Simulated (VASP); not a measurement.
# TiO2 (P3_121) in VASP: notebook

The runs below take TiO2 through single point, with PBE, RPBE+D3(BJ).

Program: VASP 6.6.1. These are calculated values, not measurements. Logs are shortened: lines on timing, memory, paths and dates and some standing lists are left out, and cuts for length are marked.

## 1. The cell of the first run

Symmetry: P3_121, No. 152, trigonal system. Conventional cell: a = 5.359 Å, b = 5.359 Å, c = 6.082 Å, α = 90.00°, β = 90.00°, γ = 120.00°. Within 2.4 Å of Ti (site symmetry 2) lie 4 O at 1.81 to 1.82 Å. Within 2.4 Å of O (site symmetry 1) lie 2 Ti at 1.81 to 1.82 Å.

## 2. Single point, PBE

Input file INCAR:

```
SYSTEM = TiO2
ALGO = Normal ; EDIFF = 1E-6
ENCUT = 520 ; GGA = PE
ISIF = 2 ; ISMEAR = -1
LASPH = .TRUE. ; LCHARG = .FALSE.
LREAL = .FALSE. ; LWAVE = .FALSE.
NBANDS = 46 ; NELM = 100
PREC = Accurate ; SIGMA = 0.05
```

Input file KPOINTS:

```
k-points
0
G
  5 5 4
  0 0 0
```

Input file POSCAR:

```
TiO2
1.0
    5.3589338261      0.0000000000      0.0000000000
   -2.6794669131      4.6409728306      0.0000000000
    0.0000000000      0.0000000000      6.0824678800
Ti O
3 6
Direct
    0.4545817615      0.0000000000      0.3333333333
    0.0000000000      0.4545817615      0.6666666667
    0.5454182385      0.5454182385      0.0000000000
    0.5900928193      0.8820181949      0.1051283565
    0.7080746244      0.1179818051      0.5615383102
    0.2919253756      0.4099071807      0.7717950232
    0.8820181949      0.5900928193      0.8948716435
    0.1179818051      0.7080746244      0.4384616898
    0.4099071807      0.2919253756      0.2282049768
```

Potentials or basis: VASP PAW PBE potentials, release 64 (Ti_sv, O).

Started as:

```
$ cat potpaw_PBE.64/Ti_sv/POTCAR potpaw_PBE.64/O/POTCAR > POTCAR
$ mpirun -np 1 vasp_std > vasp.out
```

OUTCAR:

```text
SYSTEM = TiO2
   EDIFF = 1E-6
   ENCUT = 520
   GGA = PE
   ISIF = 2
   ISMEAR = -1
   LASPH = .TRUE.
   LREAL = .FALSE.
   NELM = 100
   PREC = Accurate

 ion  position               nearest neighbor table
   1  0.455  0.000  0.333-   8 1.81   9 1.81   4 1.82   5 1.82
   2  0.000  0.455  0.667-   5 1.81   6 1.81   7 1.82   8 1.82
   3  0.545  0.545  0.000-   7 1.81   4 1.81   6 1.82   9 1.82
   4  0.590  0.882  0.105-   3 1.81   1 1.82
   5  0.708  0.118  0.562-   2 1.81   1 1.82
   6  0.292  0.410  0.772-   2 1.81   3 1.82
   7  0.882  0.590  0.895-   3 1.81   2 1.82
   8  0.118  0.708  0.438-   1 1.81   2 1.82
   9  0.410  0.292  0.228-   1 1.81   3 1.82

  LATTYP: Found a hexagonal cell.
 ALAT       =     5.3589338261
 C/A-ratio  =     1.1350145528

  Lattice vectors:

 A1 = (   5.3589338261,   0.0000000000,   0.0000000000)
 A2 = (  -2.6794669131,   4.6409728306,   0.0000000000)
 A3 = (   0.0000000000,   0.0000000000,   6.0824678800)

Analysis of symmetry for initial positions (statically):
=====================================================================
 Subroutine PRICEL returns:
 Original cell was already a primitive cell.

 Routine SETGRP: Setting up the symmetry group for a
 hexagonal supercell.

 Subroutine GETGRP returns: Found  6 space group operations
 (whereof  2 operations were pure point group operations)
 out of a pool of 24 trial point group operations.

The static configuration has the point symmetry C_2 .
 The point group associated with its full space group is D_3 .

Analysis of symmetry for dynamics (positions and initial velocities):
=====================================================================
 Subroutine PRICEL returns:
 Original cell was already a primitive cell.

 Routine SETGRP: Setting up the symmetry group for a
 hexagonal supercell.

 Subroutine GETGRP returns: Found  6 space group operations
 (whereof  2 operations were pure point group operations)
 out of a pool of 24 trial point group operations.

The dynamic configuration has the point symmetry C_2 .
 The point group associated with its full space group is D_3 .

 Subroutine INISYM returns: Found  6 space group operations
 (whereof  2 operations are pure point group operations),
 and found     1 'primitive' translations

----------------------------------------------------------------------------------------

                                     Primitive cell

  volume of cell :     151.2750

  direct lattice vectors                    reciprocal lattice vectors
     5.358933826  0.000000000  0.000000000     0.186604282  0.107736033  0.000000000
    -2.679466913  4.640972831  0.000000000     0.000000000  0.215472065  0.000000000
     0.000000000  0.000000000  6.082467880     0.000000000  0.000000000  0.164406951

  length of vectors
     5.358933826  5.358933826  6.082467880     0.215472065  0.215472065  0.164406951

  position of ions in fractional coordinates (direct lattice)
     0.454581762  0.000000000  0.333333333
     0.000000000  0.454581762  0.666666667
     0.545418238  0.545418238  0.000000000
     0.590092819  0.882018195  0.105128357
     0.708074624  0.117981805  0.561538310
     0.291925376  0.409907181  0.771795023
     0.882018195  0.590092819  0.894871643
     0.117981805  0.708074624  0.438461690
     0.409907181  0.291925376  0.228204977

  ion indices of the primitive-cell ions
   primitive index   ion index
                 1           1
                 2           2
                 3           3
                 4           4
                 5           5
                 6           6
                 7           7
                 8           8
                 9           9

----------------------------------------------------------------------------------------

 KPOINTS: k-points

Automatic generation of k-mesh.
 Grid dimensions read from file:
 generate k-points for:    5    5    4

 Generating k-lattice:

  Cartesian coordinates                     Fractional coordinates (reciprocal lattice)
     0.037320856  0.021547207  0.000000000     0.200000000 -0.000000000  0.000000000
     0.000000000  0.043094413  0.000000000     0.000000000  0.200000000  0.000000000
     0.000000000  0.000000000  0.041101738     0.000000000  0.000000000  0.250000000

  Length of vectors
     0.043094413  0.043094413  0.041101738

  Shift w.r.t. Gamma in fractional coordinates (k-lattice)
     0.000000000  0.000000000  0.000000000

 Subroutine IBZKPT returns following result:
 ===========================================

 Found     17 irreducible k-points:

 Following reciprocal coordinates:
            Coordinates               Weight
  0.000000  0.000000  0.000000      1.000000
  0.200000  0.000000  0.000000      6.000000
  0.400000  0.000000  0.000000      6.000000
  0.200000  0.200000  0.000000      6.000000
  0.400000  0.200000  0.000000      6.000000
  0.000000  0.000000  0.250000      2.000000
[... 9 lines left out ...]
  0.200000  0.200000  0.500000      6.000000
  0.400000  0.200000  0.500000      6.000000
   k-points           NKPTS =     17   k-points in BZ     NKDIM =     17   number of bands    NBANDS=     46
   number of dos      NEDOS =    301   number of ions     NIONS =      9
   total plane-waves  NPLWV =  76800
   dimension x,y,z NGX =    40 NGY =   40 NGZ =   48
   dimension x,y,z NGXF=    80 NGYF=   80 NGZF=   96
   ions per type =               3   6
   NGX,Y,Z   is equivalent  to a cutoff of  12.41, 12.41, 13.12 a.u.
   NGXF,Y,Z  is equivalent  to a cutoff of  24.82, 24.82, 26.24 a.u.
 SYSTEM =  TiO2
   PREC   = accura    normal or accurate (medium, high low for compatibility)
   ISTART =      0    job   : 0-new  1-cont  2-samecut
   ICHARG =      2    charge: 1-file 2-atom 10-const
   ISPIN  =      1    spin polarized calculation?
   LNONCOLLINEAR =      F non collinear calculations
   LSORBIT =      F    spin-orbit coupling
   LASPH  =      T    aspherical Exc in radial PAW
   ENCUT  =  520.0 eV  38.22 Ry    6.18 a.u.   9.96  9.96 11.31*2*pi/ulx,y,z
   NELM   =    100;   NELMIN=  2; NELMDL= -5     # of ELM steps
   EDIFF  = 0.1E-05   stopping-criterion for ELM
   LREAL  =      F    real-space projection
   EDIFFG = 0.1E-04   stopping-criterion for IOM
   NSW    =      0    number of steps for IOM
   IBRION =     -1    ionic relax: 0-MD 1-quasi-New 2-CG
   NFREE  =      0    steps in history (QN), initial steepest desc. (CG)
   ISIF   =      2    stress and relaxation
   ISYM   =      2    0-nonsym 1-usesym 2-fastsym
   POTIM  = 0.5000    time-step for ionic-motion
   TEBEG  =    0.0;   TEEND  =   0.0 temperature during run
   PSTRESS=    0.0 pullay stress
   NELECT =      72.0000    total number of electrons
   NUPDOWN=      -1.0000    fix difference up-down
   EMIN   =  10.00;   EMAX   =-10.00  energy-range for DOS
   EFERMI =   0.00;   METHOD = LEGACY
   ISMEAR =    -1;   SIGMA  =   0.05  broadening in eV -4-tet -1-fermi 0-gaus
   EFERMI_NEDOS =   21; number of points for ismear=-14 and -15
   IALGO  =     38    algorithm
   IMIX   =      4    mixing-type and parameters
     AMIX     =   0.40;   BMIX     =  1.00
     AMIX_MAG =   1.60;   BMIX_MAG =  1.00
  volume/ion in A,a.u.               =      16.81       113.43
  Fermi-wavevector in a.u.,A,eV,Ry     =   1.278193  2.415435 22.228905  1.633778
  Thomas-Fermi vector in A             =   2.410750
   LORBIT       =      0    0 simple, 1 ext, 2 COOP (PROOUT), +10 PAW based schemes
   GGA     = PE    functional components
[... 5 lines left out ...]
 non-spin polarized calculation
  energy-cutoff  :      520.00
  volume of cell :      151.28
 maximum number of plane-waves:      4098
 NGX is ok and might be reduce to    40
   NGX = 19   NGY = 19   NGZ = 23

 number of electron      72.0000012 magnetization

 Free energy of the ion-electron system (eV)
  ---------------------------------------------------
  ext. energy  EPLUGINS =         0.00000000
  ---------------------------------------------------
  free energy    TOTEN  =       -80.25749896 eV

  energy without entropy =      -80.25749896  energy(sigma->0) =      -80.25749896

 E-fermi :   0.6218     XC(G=0):  -8.4720

 val. band max:       -0.5237469475   @ k =   0.4000   0.0000   0.0000
 cond. band min:       3.0873534587   @ k =   0.0000   0.0000   0.5000
 fundamental gap:      3.6111004063
 Fermi energy:         0.6217808779

 k-point     1 :       0.0000    0.0000    0.0000
  band No.  band energies     occupation
      1     -55.7801      2.00000
      2     -55.7641      2.00000
      3     -55.7641      2.00000
      4     -32.2281      2.00000
      5     -32.2010      2.00000
      6     -32.2010      2.00000
[... 38 lines left out ...]
     45       5.1881      0.00000
     46       5.6600      0.00000

 k-point     2 :       0.2000    0.0000    0.0000
  band No.  band energies     occupation
      1     -55.7788      2.00000
      2     -55.7654      2.00000
      3     -55.7641      2.00000
      4     -32.2291      2.00000
      5     -32.2088      2.00000
      6     -32.2057      2.00000
[... 38 lines left out ...]
     45       5.3534      0.00000
     46       5.7480      0.00000

 k-point     3 :       0.4000    0.0000    0.0000
  band No.  band energies     occupation
      1     -55.7756      2.00000
      2     -55.7686      2.00000
      3     -55.7641      2.00000
      4     -32.2305      2.00000
      5     -32.2189      2.00000
      6     -32.2095      2.00000
[... 675 lines left out ...]
     45       5.2239      0.00000
     46       5.9294      0.00000

 k-point    17 :       0.4000    0.2000    0.5000
  band No.  band energies     occupation
      1     -55.7748      2.00000
      2     -55.7684      2.00000
      3     -55.7652      2.00000
      4     -32.2339      2.00000
      5     -32.2159      2.00000
      6     -32.2120      2.00000
[... 38 lines left out ...]
     45       5.3253      0.00000
     46       5.6756      0.00000

------------------------ aborting loop because EDIFF is reached ----------------------------------------

  FORCE on cell =-STRESS in cart. coord.  units (eV):
  Direction    XX          YY          ZZ          XY          YZ          ZX
  --------------------------------------------------------------------------------------
  -------------------------------------------------------------------------------------
  Total        2.6943195      2.6943195      1.4211656     -0.0000000      0.0000000      0.0000000
  in kB       28.5359561     28.5359561     15.0517853     -0.0000000      0.0000000      0.0000000
  external PRESSURE =      24.0412325 kB  Pullay stress =       0.0000000 kB

 VOLUME and BASIS-vectors are now :
 -----------------------------------------------------------------------------
  energy-cutoff  :      520.00
  volume of cell :      151.28
      direct lattice vectors                 reciprocal lattice vectors
     5.358933826  0.000000000  0.000000000     0.186604282  0.107736033  0.000000000
    -2.679466913  4.640972831  0.000000000     0.000000000  0.215472065  0.000000000
     0.000000000  0.000000000  6.082467880     0.000000000  0.000000000  0.164406951

 POSITION                                       TOTAL-FORCE (eV/Angst)
 -----------------------------------------------------------------------------------
      2.43607      0.00000      2.02749        -0.001087      0.000000     -0.000000
     -1.21804      2.10970      4.05498         0.000544     -0.000942     -0.000000
      1.46143      2.53127      0.00000         0.000544      0.000942     -0.000000
      0.79893      4.09342      0.63944         0.016318      0.045212     -0.028376
      3.47840      0.54755      3.41554         0.016318     -0.045212      0.028376
      0.46608      1.90237      4.69442         0.030996     -0.036737     -0.028376
      3.14554      2.73860      5.44303         0.030996      0.036737      0.028376
     -1.26501      3.28616      2.66693        -0.047313     -0.008474     -0.028376
      1.41446      1.35482      1.38805        -0.047313      0.008474      0.028376
 -----------------------------------------------------------------------------------
    total drift:                                0.000002      0.000002      0.000000

  FREE ENERGIE OF THE ION-ELECTRON SYSTEM (eV)
  ---------------------------------------------------
  free  energy   TOTEN  =       -80.2574989557 eV

  energy  without entropy=      -80.2574989556  energy(sigma->0) =      -80.25749896
```

Run time: 89 s. Hardware: 1 thread of Intel Xeon Platinum 8488C (Sapphire Rapids), shared host; peak memory 0.29 GiB.

What came out:

- Free energy: -80.2575 eV
- Pressure: 2.4 GPa
- Largest force: 0.056 eV/Å
- Band gap on the k mesh: 3.61 eV, indirect (least direct gap 3.63 eV)

Forces in eV/Å, atoms in the order of the input:
```
Ti  -0.001  0.000  0.000
Ti   0.001 -0.001  0.000
Ti   0.001  0.001  0.000
O    0.016  0.045 -0.028
O    0.016 -0.045  0.028
O    0.031 -0.037 -0.028
O    0.031  0.037  0.028
O   -0.047 -0.008 -0.028
O   -0.047  0.008  0.028
```

A k mesh can miss the band edges. As with any semilocal functional, this PBE gap is likely too small.

## 3. Single point, PBE

This run uses another cell than the first one, of 17.52 Å³/atom, 1.042 times its volume.

Input file INCAR:

```
SYSTEM = TiO2
  PREC = Accurate
  ENCUT = 520
  EDIFF = 1E-7
  ISMEAR = -1
  SIGMA = 0.05
  LREAL = .FALSE.
  LASPH = .TRUE.
  NELM = 100
  ALGO = Normal
  ISIF = 2
  LWAVE = .FALSE.
  LCHARG = .FALSE.
  GGA = PE
  NBANDS = 46
```

Input file KPOINTS:

```
regular mesh
0
G
  5 5 4
  0 0 0
```

Input file POSCAR:

```
TiO2
1.0
    5.4705782808      0.0000000000      0.0000000000
   -2.7352891404      4.7376597645      0.0000000000
    0.0000000000      0.0000000000      6.0824678800
Ti O
3 6
Direct
    0.4600621606      0.0000000000      0.3333333333
    0.0000000000      0.4600621606      0.6666666667
    0.5399378394      0.5399378394      0.0000000000
    0.5858463891      0.8680079967      0.1117487407
    0.7178383924      0.1319920033      0.5549179259
    0.2821616076      0.4141536109      0.7784154074
    0.8680079967      0.5858463891      0.8882512593
    0.1319920033      0.7178383924      0.4450820741
    0.4141536109      0.2821616076      0.2215845926
```

Potentials or basis: VASP PAW PBE potentials, release 64 (Ti_sv, O).

Started as:

```
$ cat potpaw_PBE.64/Ti_sv/POTCAR potpaw_PBE.64/O/POTCAR > POTCAR
$ mpirun -np 1 vasp_std > vasp.out
```

Wall time 3.7 min (1 thread of AMD EPYC 7R43 (Zen 3), shared host); peak memory 0.27 GiB.

The run converged. Its results:

```
Free energy            : -80.3399 eV
Pressure               : 1.9 GPa
Largest force          : 0.048 eV/Å
Band gap on the k mesh : 3.58 eV, direct
```

Forces on the atoms (eV/Å):
```
Ti  -0.005  0.000  0.000
Ti   0.002 -0.004  0.000
Ti   0.002  0.004  0.000
O    0.015  0.038 -0.024
O    0.015 -0.038  0.024
O    0.026 -0.032 -0.024
O    0.026  0.032  0.024
O   -0.040 -0.006 -0.024
O   -0.040  0.006  0.024
```

Stress tensor (GPa, compression positive):
```
2.09 0.00 0.00
0.00 2.09 0.00
0.00 0.00 1.43
```

Levels at points of the mesh, in eV from the valence-band top:
```tsv
k point	band 33	band 34	band 35	band 36	band 37	band 38	band 39	band 40
(0.00, 0.00, 0.00)	-0.81	-0.34	-0.28	-0.28	3.70	4.19	4.19	4.55
(0.00, 0.00, 0.50)	-0.62	-0.05	-0.05	0.00	3.58	4.01	4.01	4.37
```

## 4. Single point, RPBE+D3(BJ)

This run uses another cell than the first one, of 10.40 Å³/atom, 0.619 times its volume.

Input file INCAR:

```
PREC = Accurate ; ENCUT = 520
EDIFF = 1E-7 ; ISMEAR = -1
SIGMA = 0.05 ; LREAL = F
LASPH = T ; NELM = 100
ALGO = Normal ; ISIF = 2
LWAVE = F ; LCHARG = T
GGA = RP ; IVDW = 12
LELF = T ; LVHAR = T
NBANDS = 46
```

Input file KPOINTS:

```
Automatic mesh
0
Gamma
  6 6 5
```

Input file POSCAR:

```
TiO2
1.0
    4.4570701244      0.0000000000      0.0000000000
   -2.2285350622      3.8599359542      0.0000000000
    0.0000000000      0.0000000000      5.4399168744
Ti O
3 6
Direct
    0.3909450786      0.0000000000      0.3333333333
    0.0000000000      0.3909450786      0.6666666667
    0.6090549214      0.6090549214      0.0000000000
    0.6745315307      1.0391453411      0.0750580724
    0.6353861896     -0.0391453411      0.5916085942
    0.3646138104      0.3254684693      0.7417247391
    1.0391453411      0.6745315307      0.9249419276
   -0.0391453411      0.6353861896      0.4083914058
    0.3254684693      0.3646138104      0.2582752609
```

Started as:

```
$ cat potpaw_PBE.64/Ti_sv/POTCAR potpaw_PBE.64/O/POTCAR > POTCAR
$ mpirun -np 1 vasp_std > vasp.out
```

It took 3.5 min on 1 thread of Intel Xeon 8259CL, shared host; peak memory 0.27 GiB.

The run converged. Its results:

| Quantity | Value |
| --- | --- |
| Free energy | -82.9977 eV |
| Pressure | 0.7 GPa |
| Largest force | 0.079 eV/Å |
| Band gap on the k mesh | 2.54 eV, indirect (least direct gap 2.68 eV) |
| Dispersion energy per atom | -1.022 eV |

Forces in eV/Å, atoms in the order of the input:
```
Ti  -0.009  0.000  0.000
Ti   0.005 -0.008  0.000
Ti   0.005  0.008  0.000
O    0.017  0.066 -0.040
O    0.017 -0.066  0.040
O    0.048 -0.048 -0.040
O    0.048  0.048  0.040
O   -0.066 -0.018 -0.040
O   -0.066  0.018  0.040
```

Stress tensor (GPa, compression positive):
```
0.71 0.00 0.00
0.00 0.71 0.00
0.00 0.00 0.57
```

Levels at points of the mesh, in eV from the valence-band top:
```csv
k point,band 33,band 34,band 35,band 36,band 37,band 38,band 39,band 40
"(0.00, 0.00, 0.00)",-1.15,-0.73,-0.73,-0.58,3.10,3.10,3.24,3.28
"(0.50, 0.00, 0.00)",-1.08,-0.67,-0.63,0.00,2.68,3.09,3.19,3.83
```

Caveat: the PAW data sets were made with another functional, which shifts forces and pressure a little. A k mesh can miss the band edges.

## 5. Summary

```tsv
level	cell	k mesh	gap on the mesh (eV)	pressure (GPa)	largest force (eV/Å)
PBE	a = 5.359, b = 5.359, c = 6.082 Å, angles 90.0, 90.0, 120.0°, 9 atoms	5 × 5 × 4	3.61	2.4	0.06
PBE	a = 5.471, b = 5.471, c = 6.082 Å, angles 90.0, 90.0, 120.0°, 9 atoms	5 × 5 × 4	3.58	1.9	0.05
RPBE+D3(BJ)	a = 4.457, b = 4.457, c = 5.440 Å, angles 90.0, 90.0, 120.0°, 9 atoms	6 × 6 × 5	2.54	0.7	0.08
```

Alike in all rows: task single point; potentials or basis VASP PAW PBE potentials, release 64 (Ti_sv, O); no spin polarisation; cutoff (eV) 520; smearing fermi-dirac 0.05 eV.

Caveats: the PAW data sets were made with another functional, which shifts forces and pressure a little (some runs).

Absolute energies hang on the potentials; compare differences alone.
